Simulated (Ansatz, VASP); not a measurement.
Ta in VASP and in Ansatz

The input INCAR:

```
  ALGO = Normal
  EDIFF = 1E-7
  ENCUT = 520
  GGA = PE
  ISIF = 2
  ISMEAR = -1
  LASPH = T
  LCHARG = F
  LREAL = F
  LWAVE = F
  NBANDS = 12
  NELM = 100
  PREC = Accurate
  SIGMA = 0.08
```

The input KPOINTS:

```
k-points
0
Gamma
  14 14 14
```

POSCAR

```
Ta
1.0
    2.1034595769      0.0000000000      0.0000000000
    0.0000000000      2.1034595769      0.0000000000
    0.0000000000      0.0000000000      2.1034595769
Ta
1
Direct
    0.0000000000      0.0000000000      0.0000000000
```

Input for Ansatz:

```yaml
crystal:
  lattice:
    - [2.1034595769, 0.0, 0.0]
    - [0.0, 2.1034595769, 0.0]
    - [0.0, 0.0, 2.1034595769]
  atoms:
    - { symbol: Ta, position: [0.0, 0.0, 0.0] }
kpoints:
  mp_grid: { grid: [14, 14, 14] }
  band_path:
    path:
      - [0.0, 0.0, 0.0]
      - [0.0, 0.5, 0.0]
      - [0.5, 0.5, 0.0]
      - [0.0, 0.0, 0.0]
      - [0.5, 0.5, 0.5]
      - [0.0, 0.5, 0.0]
      - [0.5, 0.5, 0.5]
      - [0.5, 0.5, 0.0]
    npoints: 8
scf:
  occupations: { method: fermi_dirac, width: 0.08 }
hamiltonian:
  xc: pbe
  pseudopotentials: { kind: all_electron, lapw: { basis_error: 0.001 } }
output:
  forces: true
  stress: true
  eigenvalues: true
  populations: true
  dos: { projected: true, de: 0.2, e_range: [-14, 8] }
```

Change from the starting cell: volume scaled by 0.45, LAPW.

Alike in both runs: task single point; functional PBE; k mesh 14 × 14 × 14; occupations fermi-dirac, width 0.08 eV; no spin polarisation.

|  | VASP | Ansatz |
| --- | --- | --- |
| version | VASP 6.6.1 | Ansatz 0.2.0 |
| potentials or method | VASP PAW PBE potentials, release 64 (Ta_pv), cutoff 520 eV | all-electron LAPW, scalar-relativistic |

Ansatz gave:

- pressure (GPa): 561.6

Which values does VASP return?

Pressure (GPa): 581.4.

Both programs put the cell under a high pressure, so it lies far from rest at this level. Ansatz ran all-electron here, and VASP with PAW potentials.

Neither program's run includes spin-orbit coupling. Noted on VASP's run: the cell as given lies far from equilibrium.
